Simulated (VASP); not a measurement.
The system is BaTiO3.

```
Ba Ti O
1.0
     4.02629    0.00000    0.00000
     0.00000    4.02629    0.00000
     0.00000    0.00000    4.04461
Ba Ti O
1 1 3
Direct
  0.00000 0.00000 0.00000
  0.50000 0.50000 0.49000
  0.00000 0.50000 0.51700
  0.50000 0.00000 0.51700
  0.50000 0.50000 0.01900
```

Base run:

- Program: VASP 6.6.1
- Functional: BLYP
- Dispersion: D4
- Potentials or basis: VASP PAW PBE potentials, release 64 (Ba_sv, Ti_sv, O)
- Cutoff: 520 eV
- k mesh: 7 × 7 × 7
- Occupations: fermi-dirac, width 0.05 eV
- Spin: no spin polarisation

Its results: band gap on the k mesh 1.84 eV, indirect (least direct gap 2.05 eV); pressure 1.1 GPa; largest force 0.352 eV/Å.

Q: The run is repeated on the same cell with these changes: functional from BLYP to revPBE. What comes out?

A: Band gap on the k mesh 1.85 eV, indirect (least direct gap 2.06 eV); pressure -1.3 GPa; largest force 0.431 eV/Å.

Caveats: the PAW data sets were made with another functional, which shifts forces and pressure a little; spin-orbit coupling is left out, which moves the levels of the heavy elements.

A k mesh can miss the band edges.
